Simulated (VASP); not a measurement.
Here is a VASP 6.6.1 calculation.

Contents of INCAR:

```
PREC = Accurate
ENCUT = 520
EDIFF = 1E-8
ISMEAR = -1
SIGMA = 0.05
LREAL = F
LASPH = T
NELM = 80
ALGO = Normal
ISIF = 2
LWAVE = F
LCHARG = F
LEFG = T
NBANDS = 33
```

The input KPOINTS:

```
regular mesh
0
Gamma
  7 7 10
```

The input POSCAR:

```
TiO2
1.0
    4.5940000000      0.0000000000      0.0000000000
    0.0000000000      4.5940000000      0.0000000000
    0.0000000000      0.0000000000      3.0181800000
Ti O
2 4
Direct
    0.0000000000      0.0000000000      0.0000000000
    0.5000000000      0.5000000000      0.5000000000
    0.3060000000      0.3060000000      0.0000000000
    0.1940000000      0.8060000000      0.5000000000
    0.6940000000      0.6940000000      0.0000000000
    0.8060000000      0.1940000000      0.5000000000
```

Potentials or basis: VASP PAW LDA potentials, release 64 (Ti_sv, O).

Launch:

```sh
$ cat potpaw_LDA.64/Ti_sv/POTCAR potpaw_LDA.64/O/POTCAR > POTCAR
$ mpirun -np 1 vasp_std > vasp.out
```

Task: What does it give for the pressure?

Result: -11.9 GPa.

Task: Estimate the largest force.

Result: 0.038 eV/Å.

Task: Estimate the band gap on the k mesh.

Result: 1.73 eV.

Stress tensor (GPa, compression positive):
```
 -8.95   0.00   0.00
  0.00  -8.95   0.00
  0.00   0.00 -17.84
```

Caveat: the cell differs from its parent crystal (zz strain of +2 %); the stress differs along the axes, from -18 to -9 GPa; without QUAD_EFG the Cq values of the log hold for a quadrupole moment of 1 mb, not for the nuclei. A k mesh can miss the band edges.
